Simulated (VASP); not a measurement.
Here is a VASP 6.6.1 calculation.

File POSCAR:

```
SiC
1.0
    0.0000000000      2.1781449855      2.2325986101
    2.1781449855      0.0000000000      2.2325986101
    2.1781449855      2.1781449855      0.0000000000
Si C
1 1
Direct
    0.0000000000      0.0000000000      0.0000000000
    0.7500000000      0.7500000000      0.7500000000
```

Contents of INCAR.step1:

```
SYSTEM = SiC
  ALGO = Normal
  EDIFF = 1E-4
  ENCUT = 520
  GGA = PE
  ISMEAR = 0
  LASPH = .TRUE.
  LCHARG = .FALSE.
  LREAL = .FALSE.
  LWAVE = .TRUE.
  NBANDS = 11
  NELM = 60
  PREC = Accurate
  SIGMA = 0.05
```

Contents of INCAR.step2:

```
SYSTEM = SiC
  ALGO = Normal
  EDIFF = 1E-6
  ENCUT = 520
  ISIF = 2
  ISMEAR = 0
  ISTART = 1
  LASPH = .TRUE.
  LCHARG = .FALSE.
  LMIXTAU = .TRUE.
  LREAL = .FALSE.
  LWAVE = .FALSE.
  METAGGA = R2SCAN
  NBANDS = 11
  NELM = 60
  PREC = Accurate
  SIGMA = 0.05
```

KPOINTS

```
k-points
0
G
  10 10 10
  0 0 0
```

Potentials or basis: VASP PAW PBE potentials, release 64 (Si, C).

Command:

```bash
$ cat potpaw_PBE.64/Si/POTCAR potpaw_PBE.64/C/POTCAR > POTCAR
$ cp INCAR.step1 INCAR
$ mpirun -np 1 vasp_std > vasp.out
$ cp INCAR.step2 INCAR
$ mpirun -np 1 vasp_std > vasp.out
```

(1) Predict the band gap on the k mesh.

(2) Estimate the pressure.

Answers

(1) 1.61 eV, indirect (least direct gap 5.00 eV).

(2) -5.5 GPa.

Caveat: the cell differs from its parent crystal (strain +0.000 along x and y, +0.025 along z); the PAW data sets were made with another functional, which shifts forces and pressure a little.
